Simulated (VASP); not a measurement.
# MgO (P6_3/mmc) in VASP: notebook

MgO is run at these levels: PBE; tasks: single point.

Program: VASP 6.6.1. These are calculated values, not measurements. Logs are shortened: lines on timing, memory, paths and dates and some standing lists are left out, and cuts for length are marked.

## Step 1: The cell of the first run

The structure is hexagonal, space group P6_3/mmc (No. 194). The conventional cell has a = 3.627 Å, b = 3.627 Å, c = 4.367 Å, α = 90.00°, β = 90.00°, γ = 120.00°. Within 2.8 Å of Mg (site symmetry -6m2) lie 5 O at 2.09 to 2.18 Å. O (site symmetry -6m2) has 5 Mg at 2.09 to 2.18 Å within 2.8 Å.

## Step 2: Single point, PBE

File INCAR:

```
SYSTEM = MgO
PREC     = Accurate       ! precision mode
ENCUT    = 520            ! plane-wave cutoff, eV
EDIFF    = 1E-6           ! SCF threshold, eV
ISMEAR   = 0              ! smearing method
SIGMA    = 0.05           ! smearing width, eV
LREAL    = .FALSE.        ! projectors in reciprocal space
LASPH    = .TRUE.         ! aspherical terms in the spheres
NELM     = 80             ! most SCF steps
ALGO     = Normal         ! electronic algorithm
ISIF     = 2              ! what is computed and relaxed
LWAVE    = .FALSE.        ! write WAVECAR
LCHARG   = .TRUE.         ! write CHGCAR
GGA      = PE             ! functional
LELF     = .TRUE.         ! ELF
LVHAR    = .TRUE.       
NBANDS   = 16             ! bands
```

File KPOINTS:

```
Automatic mesh
0
G
  9 9 6
  0 0 0
```

File POSCAR:

```
MgO
1.0
    3.6270000000      0.0000000000      0.0000000000
   -1.8135000000      3.1410741395      0.0000000000
    0.0000000000      0.0000000000      4.3666000000
Mg O
2 2
Direct
    0.6666666667      0.3333333333      0.7500000000
    0.3333333333      0.6666666667      0.2500000000
    0.6666666667      0.3333333333      0.2500000000
    0.3333333333      0.6666666667      0.7500000000
```

Potentials or basis: VASP PAW PBE potentials, release 64 (Mg, O).

Command:

```bash
$ cat potpaw_PBE.64/Mg/POTCAR potpaw_PBE.64/O/POTCAR > POTCAR
$ mpirun -np 1 vasp_std > vasp.out
```

OUTCAR:

```text
SYSTEM = MgO
   PREC = Accurate
   ENCUT = 520
   EDIFF = 1E-6
   ISMEAR = 0
   LREAL = .FALSE.
   LASPH = .TRUE.
   NELM = 80
   ISIF = 2
   GGA = PE

 ion  position               nearest neighbor table
   1  0.667  0.333  0.750-   4 2.09   4 2.09   4 2.09   3 2.18   3 2.18   2 3.03   2 3.03   2 3.03
                             2 3.03   2 3.03   2 3.03
   2  0.333  0.667  0.250-   3 2.09   3 2.09   3 2.09   4 2.18   4 2.18   1 3.03   1 3.03   1 3.03
                             1 3.03   1 3.03   1 3.03
   3  0.667  0.333  0.250-   2 2.09   2 2.09   2 2.09   1 2.18   1 2.18
   4  0.333  0.667  0.750-   1 2.09   1 2.09   1 2.09   2 2.18   2 2.18

  LATTYP: Found a hexagonal cell.
 ALAT       =     3.6270000000
 C/A-ratio  =     1.2039150813

  Lattice vectors:

 A1 = (   3.6270000000,   0.0000000000,   0.0000000000)
 A2 = (  -1.8135000000,   3.1410741395,   0.0000000000)
 A3 = (   0.0000000000,   0.0000000000,   4.3666000000)

Analysis of symmetry for initial positions (statically):
=====================================================================
 Subroutine PRICEL returns:
 Original cell was already a primitive cell.

 Routine SETGRP: Setting up the symmetry group for a
 hexagonal supercell.

 Subroutine GETGRP returns: Found 24 space group operations
 (whereof 12 operations were pure point group operations)
 out of a pool of 24 trial point group operations.

The static configuration has the point symmetry D_3d.
 The point group associated with its full space group is D_6h.

Analysis of symmetry for dynamics (positions and initial velocities):
=====================================================================
 Subroutine PRICEL returns:
 Original cell was already a primitive cell.

 Routine SETGRP: Setting up the symmetry group for a
 hexagonal supercell.

 Subroutine GETGRP returns: Found 24 space group operations
 (whereof 12 operations were pure point group operations)
 out of a pool of 24 trial point group operations.

The dynamic configuration has the point symmetry D_3d.
 The point group associated with its full space group is D_6h.

 Subroutine INISYM returns: Found 24 space group operations
 (whereof 12 operations are pure point group operations),
 and found     1 'primitive' translations

----------------------------------------------------------------------------------------

                                     Primitive cell

  volume of cell :      49.7473

  direct lattice vectors                    reciprocal lattice vectors
     3.627000000  0.000000000  0.000000000     0.275709953  0.159181216  0.000000000
    -1.813500000  3.141074140  0.000000000     0.000000000  0.318362431  0.000000000
[... 96 lines left out ...]
   ISYM   =      2    0-nonsym 1-usesym 2-fastsym
   POTIM  = 0.5000    time-step for ionic-motion
   TEBEG  =    0.0;   TEEND  =   0.0 temperature during run
   PSTRESS=    0.0 pullay stress
   NELECT =      16.0000    total number of electrons
   NUPDOWN=      -1.0000    fix difference up-down
   EMIN   =  10.00;   EMAX   =-10.00  energy-range for DOS
   EFERMI =   0.00;   METHOD = LEGACY
   ISMEAR =     0;   SIGMA  =   0.05  broadening in eV -4-tet -1-fermi 0-gaus
   EFERMI_NEDOS =   21; number of points for ismear=-14 and -15
   IALGO  =     38    algorithm
   IMIX   =      4    mixing-type and parameters
     AMIX     =   0.40;   BMIX     =  1.00
     AMIX_MAG =   1.60;   BMIX_MAG =  1.00
  volume/ion in A,a.u.               =      12.44        83.93
  Fermi-wavevector in a.u.,A,eV,Ry     =   1.121653  2.119616 17.117557  1.258105
  Thomas-Fermi vector in A             =   2.258308
   LORBIT       =      0    0 simple, 1 ext, 2 COOP (PROOUT), +10 PAW based schemes
   GGA     = PE    functional components
   LHFCALC =     F    Hartree Fock is set to
   AEXX    =    0.0000 exact exchange contribution
   IVDW    =     0    specifies the selected vdW correction
   LEPSILON=     F    determine dielectric tensor
   LRPA    =     F    only Hartree local field effects (RPA)
 non-spin polarized calculation
 Gauss-broadening in eV      SIGMA  =   0.05
  energy-cutoff  :      520.00
  volume of cell :       49.75
 maximum number of plane-waves:      1358
 NGX is ok and might be reduce to    28

 number of electron      16.0000002 magnetization

 Free energy of the ion-electron system (eV)
  ---------------------------------------------------
  ext. energy  EPLUGINS =         0.00000000
  ---------------------------------------------------
  free energy    TOTEN  =       -23.53369851 eV

  energy without entropy =      -23.53369851  energy(sigma->0) =      -23.53369851

 E-fermi :   1.4812     XC(G=0):  -9.5434

 val. band max:        1.2558785496   @ k =   0.0000   0.0000   0.0000
 cond. band min:       4.0768046517   @ k =   0.0000   0.0000   0.0000
 fundamental gap:      2.8209261021
 Fermi energy:         1.4811728761

 k-point     1 :       0.0000    0.0000    0.0000
  band No.  band energies     occupation
      1     -15.1790      2.00000
      2     -14.0808      2.00000
      3      -1.9758      2.00000
      4      -0.2546      2.00000
      5      -0.2546      2.00000
      6       0.5845      2.00000
[... 433 lines left out ...]
      3      -1.8009      2.00000
      4      -1.2752      2.00000
      5      -1.2752      2.00000
      6       0.2175      2.00000
[... 8 lines left out ...]
     15      14.5669      0.00000
     16      16.4322      0.00000

 [... further k-points ...]

------------------------ aborting loop because EDIFF is reached ----------------------------------------

  FORCE on cell =-STRESS in cart. coord.  units (eV):
  Direction    XX          YY          ZZ          XY          YZ          ZX
  --------------------------------------------------------------------------------------
  -------------------------------------------------------------------------------------
  Total       -2.9685640     -2.9685640     -3.1478714     -0.0000000     -0.0000000      0.0000000
  in kB      -95.6065949    -95.6065949   -101.3814290     -0.0000000     -0.0000000      0.0000000
  external PRESSURE =     -97.5315396 kB  Pullay stress =       0.0000000 kB

 VOLUME and BASIS-vectors are now :
 -----------------------------------------------------------------------------
  energy-cutoff  :      520.00
  volume of cell :       49.75
      direct lattice vectors                 reciprocal lattice vectors
     3.627000000  0.000000000  0.000000000     0.275709953  0.159181216  0.000000000
    -1.813500000  3.141074140  0.000000000     0.000000000  0.318362431  0.000000000
     0.000000000  0.000000000  4.366600000     0.000000000  0.000000000  0.229011130

 POSITION                                       TOTAL-FORCE (eV/Angst)
 -----------------------------------------------------------------------------------
      1.81350      1.04702      3.27495         0.000000      0.000000      0.000000
     -0.00000      2.09405      1.09165        -0.000000     -0.000000      0.000000
      1.81350      1.04702      1.09165         0.000000     -0.000000      0.000000
     -0.00000      2.09405      3.27495        -0.000000      0.000000      0.000000
 -----------------------------------------------------------------------------------
    total drift:                                0.000000     -0.000000      0.000000

  FREE ENERGIE OF THE ION-ELECTRON SYSTEM (eV)
  ---------------------------------------------------
  free  energy   TOTEN  =       -23.5336985127 eV

  energy  without entropy=      -23.5336985127  energy(sigma->0) =      -23.53369851
```

OSZICAR:

```text
N       E                     dE             d eps       ncg     rms          rms(c)
DAV:   1     0.642404308668E+02    0.64240E+02   -0.75206E+03  1536   0.886E+02
DAV:   2    -0.229068819127E+02   -0.87147E+02   -0.78762E+02  2144   0.190E+02
DAV:   3    -0.274361918499E+02   -0.45293E+01   -0.45145E+01  1744   0.462E+01
DAV:   4    -0.274559926371E+02   -0.19801E-01   -0.19800E-01  1872   0.359E+00
DAV:   5    -0.274560967001E+02   -0.10406E-03   -0.10406E-03  1736   0.252E-01    0.111E+01
DAV:   6    -0.236257357842E+02    0.38304E+01   -0.11057E+01  1664   0.249E+01    0.393E+00
DAV:   7    -0.235536443555E+02    0.72091E-01   -0.19344E-01  1536   0.359E+00    0.215E+00
DAV:   8    -0.235359965953E+02    0.17648E-01   -0.12100E-01  1576   0.361E+00    0.583E-01
DAV:   9    -0.235325745380E+02    0.34221E-02   -0.96378E-03  1856   0.876E-01    0.127E-01
DAV:  10    -0.235336691245E+02   -0.10946E-02   -0.10304E-03  1536   0.249E-01    0.351E-02
DAV:  11    -0.235336997053E+02   -0.30581E-04   -0.40077E-05  1688   0.463E-02    0.257E-02
DAV:  12    -0.235336999578E+02   -0.25255E-06   -0.11831E-05  1544   0.252E-02    0.100E-02
DAV:  13    -0.235336985002E+02    0.14576E-05   -0.45128E-06  1768   0.166E-02    0.544E-04
DAV:  14    -0.235336985127E+02   -0.12528E-07   -0.60163E-08   824   0.218E-03
   1 F= -.23533699E+02 E0= -.23533699E+02  d E =-.883633E-13
```

Run time: 15 s. Hardware: 1 thread of AMD EPYC 9R45 (Zen 5), shared host; peak memory 0.15 GiB.

Results:

| Item | Value |
| --- | --- |
| Free energy | -23.5337 eV |
| Pressure | -9.8 GPa |
| Band gap on the k mesh | 2.82 eV |

Caveat: the cell stands under tension.

## Step 3: Single point, PBE

This run uses another cell than the first one, of the same volume but with other edges.

File INCAR:

```
SYSTEM = MgO
ALGO = Normal
EDIFF = 1E-6
ENCUT = 520
GGA = PE
ISIF = 2
ISMEAR = 0
LASPH = .True.
LCHARG = .False.
LREAL = .False.
LWAVE = .False.
NBANDS = 16
NELM = 100
PREC = Accurate
SIGMA = 0.05
```

File KPOINTS:

```
k-points
0
Gamma
  9 9 6
  0 0 0
```

File POSCAR:

```
MgO
1.0
    3.6974000000      0.0000000000      0.0000000000
   -1.8487000000      3.2020423279      0.0000000000
    0.0000000000      0.0000000000      4.1970000000
Mg O
2 2
Direct
    0.6666666667      0.3333333333      0.7500000000
    0.3333333333      0.6666666667      0.2500000000
    0.6666666667      0.3333333333      0.2500000000
    0.3333333333      0.6666666667      0.7500000000
```

Potentials or basis: VASP PAW PBE potentials, release 64 (Mg, O).

Command:

```bash
$ cat potpaw_PBE.64/Mg/POTCAR potpaw_PBE.64/O/POTCAR > POTCAR
$ mpirun -np 1 vasp_std > vasp.out
```

Run time: 14 s. Hardware: 1 thread of AMD EPYC 9R45 (Zen 5), shared host; peak memory 0.15 GiB.

The run converged. Its results:

| Item | Value |
| --- | --- |
| Free energy | -23.5109 eV |
| Pressure | -8.8 GPa |
| Band gap on the k mesh | 2.94 eV |

Stress tensor (GPa, compression positive):
```
-10.50   0.00   0.00
  0.00 -10.50   0.00
  0.00   0.00  -5.28
```

Levels at points of the mesh, in eV from the valence-band top:
| k point | band 4 | band 5 | band 6 | band 7 | band 8 | band 9 | band 10 | band 11 | band 12 | band 13 |
| --- | --- | --- | --- | --- | --- | --- | --- | --- | --- | --- |
| (0.00, 0.00, 0.00) | -1.49 | -1.49 | -0.50 | -0.50 | 0.00 | 2.94 | 8.82 | 11.52 | 11.52 | 11.89 |
| (0.00, 0.00, 0.50) | -2.17 | -1.01 | -1.01 | -1.01 | -1.01 | 5.98 | 5.98 | 11.87 | 11.87 | 11.87 |

Caveat: the cell stands under tension.

## Step 4: Single point, PBE

This run uses another cell than the first one, of 12.55 Å³/atom.

File INCAR:

```
ALGO = Normal
EDIFF = 1E-7
ENCUT = 520
GGA = PE
ISIF = 2
ISMEAR = 0
LASPH = T
LCHARG = T
LELF = T
LREAL = F
LVHAR = T
LWAVE = F
NBANDS = 16
NELM = 80
PREC = Accurate
SIGMA = 0.05
```

File KPOINTS:

```
k-points
0
Gamma
  9 9 6
```

Edit POSCAR of step 3 so:

```diff
@@ -4,3 +4,3 @@
    -1.8487000000      3.2020423279      0.0000000000
-    0.0000000000      0.0000000000      4.1970000000
+    0.0000000000      0.0000000000      4.2393824570
 Mg O
```

Potentials or basis: VASP PAW PBE potentials, release 64 (Mg, O).

Command:

```bash
$ cat potpaw_PBE.64/Mg/POTCAR potpaw_PBE.64/O/POTCAR > POTCAR
$ mpirun -np 1 vasp_std > vasp.out
```

OUTCAR:

```text
EDIFF = 1E-7
   ENCUT = 520
   GGA = PE
   ISIF = 2
   ISMEAR = 0
   LASPH = T
   LREAL = F
   NELM = 80
   PREC = Accurate

 ion  position               nearest neighbor table
   1  0.667  0.333  0.750-   3 2.12   3 2.12   4 2.13   4 2.13   4 2.13   2 3.01   2 3.01   2 3.01
                             2 3.01   2 3.01   2 3.01
   2  0.333  0.667  0.250-   4 2.12   4 2.12   3 2.13   3 2.13   3 2.13   1 3.01   1 3.01   1 3.01
                             1 3.01   1 3.01   1 3.01
[... 645 lines left out ...]
      6       0.1838      2.00000
[... 8 lines left out ...]
     15      14.7959      0.00000
     16      16.2677      0.00000

 [... further k-points ...]
[... 5 lines left out ...]
  --------------------------------------------------------------------------------------
  -------------------------------------------------------------------------------------
  Total       -3.4794854     -3.4794854     -2.3217772      0.0000000      0.0000000      0.0000000
  in kB     -111.0706980   -111.0706980    -74.1148149      0.0000000      0.0000000      0.0000000
  external PRESSURE =     -98.7520703 kB  Pullay stress =       0.0000000 kB

 VOLUME and BASIS-vectors are now :
 -----------------------------------------------------------------------------
  energy-cutoff  :      520.00
  volume of cell :       50.19
      direct lattice vectors                 reciprocal lattice vectors
     3.697400000  0.000000000  0.000000000     0.270460323  0.156150341  0.000000000
    -1.848700000  3.202042328  0.000000000     0.000000000  0.312300681  0.000000000
     0.000000000  0.000000000  4.239382457     0.000000000  0.000000000  0.235883412

 POSITION                                       TOTAL-FORCE (eV/Angst)
 -----------------------------------------------------------------------------------
      1.84870      1.06735      3.17954         0.000000     -0.000000      0.000000
     -0.00000      2.13469      1.05985        -0.000000      0.000000      0.000000
      1.84870      1.06735      1.05985         0.000000     -0.000000      0.000000
     -0.00000      2.13469      3.17954        -0.000000      0.000000      0.000000
 -----------------------------------------------------------------------------------
    total drift:                                0.000000     -0.000000      0.000000

  FREE ENERGIE OF THE ION-ELECTRON SYSTEM (eV)
  ---------------------------------------------------
  free  energy   TOTEN  =       -23.4913899045 eV

  energy  without entropy=      -23.4913899045  energy(sigma->0) =      -23.49138990
```

OSZICAR:

```text
N       E                     dE             d eps       ncg     rms          rms(c)
DAV:   1     0.632857139230E+02    0.63286E+02   -0.74162E+03  1536   0.881E+02
DAV:   2    -0.230123025617E+02   -0.86298E+02   -0.78355E+02  2176   0.190E+02
DAV:   3    -0.274376591688E+02   -0.44254E+01   -0.44120E+01  1760   0.458E+01
DAV:   4    -0.274573809659E+02   -0.19722E-01   -0.19721E-01  1872   0.357E+00
DAV:   5    -0.274574883744E+02   -0.10741E-03   -0.10741E-03  1744   0.254E-01    0.111E+01
DAV:   6    -0.235919466604E+02    0.38655E+01   -0.11092E+01  1680   0.249E+01    0.394E+00
DAV:   7    -0.235151356319E+02    0.76811E-01   -0.19421E-01  1552   0.360E+00    0.216E+00
DAV:   8    -0.234938891869E+02    0.21246E-01   -0.12762E-01  1584   0.368E+00    0.606E-01
DAV:   9    -0.234902637404E+02    0.36254E-02   -0.12597E-02  1888   0.987E-01    0.147E-01
DAV:  10    -0.234913568364E+02   -0.10931E-02   -0.11923E-03  1552   0.289E-01    0.401E-02
DAV:  11    -0.234913907223E+02   -0.33886E-04   -0.50930E-05  1728   0.538E-02    0.282E-02
DAV:  12    -0.234913923333E+02   -0.16111E-05   -0.13964E-05  1568   0.262E-02    0.130E-02
DAV:  13    -0.234913898809E+02    0.24524E-05   -0.91268E-06  1896   0.237E-02    0.153E-03
DAV:  14    -0.234913899045E+02   -0.23635E-07   -0.20439E-07  1520   0.381E-03
   1 F= -.23491390E+02 E0= -.23491390E+02  d E =-.129964E-17
```

stdout:

```text
POSCAR found type information on POSCAR MgO
 POSCAR found :  2 types and       4 ions
 scaLAPACK will be used
 LDA part: xc-table for (Slater+PW92), standard interpolation
 POSCAR, INCAR and KPOINTS ok, starting setup
 FFT: planning ... GRIDC
 FFT: planning ... GRID_SOFT
 FFT: planning ... GRID
 WAVECAR not read
 entering main loop
```

It took 16 s on 1 thread of AMD EPYC 9R45 (Zen 5), shared host; peak memory 0.15 GiB.

What came out:

* Free energy: -23.4914 eV
* Pressure: -9.9 GPa
* Band gap on the k mesh: 2.88 eV

Levels at points of the mesh, in eV from the valence-band top:
| k point | band 5 | band 6 | band 7 | band 8 | band 9 | band 10 | band 11 | band 12 |
| --- | --- | --- | --- | --- | --- | --- | --- | --- |
| (0.00, 0.00, 0.00) | -1.47 | -0.52 | -0.52 | 0.00 | 2.88 | 8.68 | 11.49 | 11.49 |
| (0.00, 0.00, 0.50) | -1.01 | -1.01 | -1.01 | -1.01 | 5.90 | 5.90 | 11.84 | 11.84 |

Caveat: the cell stands under tension.

## Step 5: Single point, PBE

File INCAR:

```
  PREC = Accurate
  ENCUT = 520
  EDIFF = 1E-7
  ISMEAR = 0
  SIGMA = 0.05
  LREAL = F
  LASPH = T
  NELM = 100
  ALGO = Normal
  ISIF = 2
  LWAVE = F
  LCHARG = F
  GGA = PE
  NBANDS = 16
```

File KPOINTS:

```
regular mesh
0
Gamma
  9 9 6
```

File POSCAR:

```
MgO
1.0
    3.5917000000      0.0000000000      0.0000000000
   -1.7958500000      3.1105034428      0.0000000000
    0.0000000000      0.0000000000      4.4514000000
Mg O
2 2
Direct
    0.6666666667      0.3333333333      0.7500000000
    0.3333333333      0.6666666667      0.2500000000
    0.6666666667      0.3333333333      0.2500000000
    0.3333333333      0.6666666667      0.7500000000
```

Command:

```bash
$ cat potpaw_PBE.64/Mg/POTCAR potpaw_PBE.64/O/POTCAR > POTCAR
$ mpirun -np 1 vasp_std > vasp.out
```

It took 20 s on 1 thread of AMD EPYC 9R45 (Zen 5), shared host; peak memory 0.16 GiB.

Results (log left out):

| Quantity | Value |
| --- | --- |
| Free energy | -23.5243 eV |
| Pressure | -9.6 GPa |
| Band gap on the k mesh | 2.77 eV |

Stress tensor (GPa, compression positive):
```
 -8.71   0.00   0.00
  0.00  -8.71   0.00
  0.00   0.00 -11.51
```

Levels at points of the mesh, in eV from the valence-band top:
```
           k point  band 4  band 5  band 6  band 7  band 8  band 9  band 10  band 11  band 12  band 13
(0.00, 0.00, 0.00)   -1.52   -1.52   -0.75   -0.75    0.00    2.77     8.35    10.95    11.89    11.89
(0.00, 0.00, 0.50)   -2.22   -1.14   -1.14   -1.14   -1.14    5.71     5.71    12.24    12.24    12.24
```

Caveat: the cell stands under tension.

## Step 6: Summary

```csv
cell,gap on the mesh (eV),pressure (GPa)
"a = 3.627, b = 3.627, c = 4.367 Å, angles 90.0, 90.0, 120.0°, 4 atoms",2.82,-9.8
"a = 3.697, b = 3.697, c = 4.197 Å, angles 90.0, 90.0, 120.0°, 4 atoms",2.94,-8.8
"a = 3.697, b = 3.697, c = 4.239 Å, angles 90.0, 90.0, 120.0°, 4 atoms",2.88,-9.9
"a = 3.592, b = 3.592, c = 4.451 Å, angles 90.0, 90.0, 120.0°, 4 atoms",2.77,-9.6
```

Alike in all rows: task single point; level PBE; potentials or basis VASP PAW PBE potentials, release 64 (Mg, O); no spin polarisation; k mesh 9 × 9 × 6; cutoff (eV) 520; smearing gaussian 0.05 eV.

Caveats: the cell stands under tension.

Total energies depend on the potentials used, so only differences within one code and one set of settings carry meaning.
